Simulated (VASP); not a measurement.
Here is a VASP 6.6.1 calculation.

Contents of INCAR:

```
ALGO     = Normal         # electronic algorithm
EDIFF    = 1E-7           # SCF threshold, eV
ENCUT    = 520            # plane-wave cutoff, eV
GGA      = PS             # functional
ISIF     = 2              # what is computed and relaxed
ISMEAR   = 0              # smearing method
LASPH    = T              # aspherical terms in the spheres
LCHARG   = F              # write CHGCAR
LREAL    = F              # projectors in reciprocal space
LWAVE    = F              # write WAVECAR
NBANDS   = 41             # bands
NELM     = 60             # most SCF steps
PREC     = Accurate       # precision mode
SIGMA    = 0.02           # smearing width, eV
```

KPOINTS

```
k-points
0
Gamma
  6 6 6
```

POSCAR

```
AlGa3N4
1.0
    4.3143286955      0.0000000000      0.0000000000
    0.0000000000      4.3143286955      0.0000000000
    0.0000000000      0.0000000000      4.3143286955
Al Ga N
1 3 4
Direct
    0.0000000000      0.0000000000      0.0000000000
    0.5000000000      0.5000000000      0.0000000000
    0.5000000000      0.0000000000      0.5000000000
    0.0000000000      0.5000000000      0.5000000000
    0.7552093412      0.7552093412      0.2447906588
    0.7552093412      0.2447906588      0.7552093412
    0.2447906588      0.7552093412      0.7552093412
    0.2447906588      0.2447906588      0.2447906588
```

Potentials or basis: VASP PAW PBE potentials, release 64 (Al, Ga_d, N).

Launch:

```console
$ cat potpaw_PBE.64/Al/POTCAR potpaw_PBE.64/Ga_d/POTCAR potpaw_PBE.64/N/POTCAR > POTCAR
$ mpirun -np 1 vasp_std > vasp.out
```

Task: Estimate the pressure.

Result: 24.8 GPa.

Task: Predict the largest force.

Result: 0.028 eV/Å.

Forces on the atoms (eV/Å):
```
Al   0.000  0.000  0.000
Ga   0.000  0.000  0.000
Ga   0.000  0.000  0.000
Ga   0.000  0.000  0.000
N   -0.016 -0.016  0.016
N   -0.016  0.016 -0.016
N    0.016 -0.016 -0.016
N    0.016  0.016  0.016
```

Caveat: the PAW data sets were made with another functional, which shifts forces and pressure a little.
